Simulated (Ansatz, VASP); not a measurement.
# Two plane-wave programs on Ir

The input INCAR:

```
ALGO = Fast
EDIFF = 1E-6
ENCUT = 520
GGA = PS
ISIF = 2
ISMEAR = 0
LASPH = True
LCHARG = True
LELF = True
LREAL = False
LVHAR = True
LWAVE = False
NBANDS = 16
NELM = 100
PREC = Accurate
SIGMA = 0.15
```

The input KPOINTS:

```
k-points
0
Gamma
  18 18 12
```

Contents of POSCAR:

```
Ir
1.0
    2.7513778946      0.1804903899      0.0000000000
   -1.2193796845      2.2925179572      0.0000000000
    0.0000000000      0.0000000000      4.4622900000
Ir
2
Direct
    0.6666666667      0.3333333333      0.7500000000
    0.3333333333      0.6666666667      0.2500000000
```

Input for Ansatz:

```yaml
crystal:
  lattice:
    - [2.7513778946, 0.1804903899, 0.0]
    - [-1.2193796845, 2.2925179572, 0.0]
    - [0.0, 0.0, 4.46229]
  atoms:
    - { symbol: Ir, position: [0.6666666667, 0.3333333333, 0.75] }
    - { symbol: Ir, position: [0.3333333333, 0.6666666667, 0.25] }
basis:
  ecutwfc: 420
kpoints:
  mp_grid: { grid: [18, 18, 12] }
hamiltonian:
  xc: pbesol
scf:
  occupations: { method: gaussian, width: 0.15 }
output:
  forces: true
  stress: true
  eigenvalues: true
```

Change from the starting cell: strain +0.1312 x Voigt [0, 0, 0, 0, 0, 1], atoms carried along.

Alike in both runs: task single point; functional PBEsol; k mesh 18 × 18 × 12; occupations gaussian, width 0.15 eV; no spin polarisation.

|  | VASP | Ansatz |
| --- | --- | --- |
| version | VASP 6.6.1 | Ansatz 0.2.0 |
| potentials or method | VASP PAW PBE potentials, release 64 (Ir), cutoff 520 eV | scalar-relativistic, plane waves, PAW |
| valence electrons in the cell | 18 | 34 |

```csv
,VASP,Ansatz,Ansatz less VASP
gap on the k mesh at the Fermi level (eV),none,none,-
pressure (GPa),-5.4,-6.2,-0.82
"traceless stress, the component that is largest in VASP (GPa)",-24.05,-24.02,+0.037
rms of the force components (eV/Å),0.127,0.121,-0.0062
```

VASP's potentials were made for PBE, not for PBEsol. Atom by atom the forces differ by 0.006 eV/Å (rms over components). A gap of «none» marks a metal or a gap that the smearing closes. VASP's potentials hold 18 valence electrons a cell and Ansatz's 34, so a difference there can come from the potentials and not from the codes.

Neither program's run includes spin-orbit coupling.
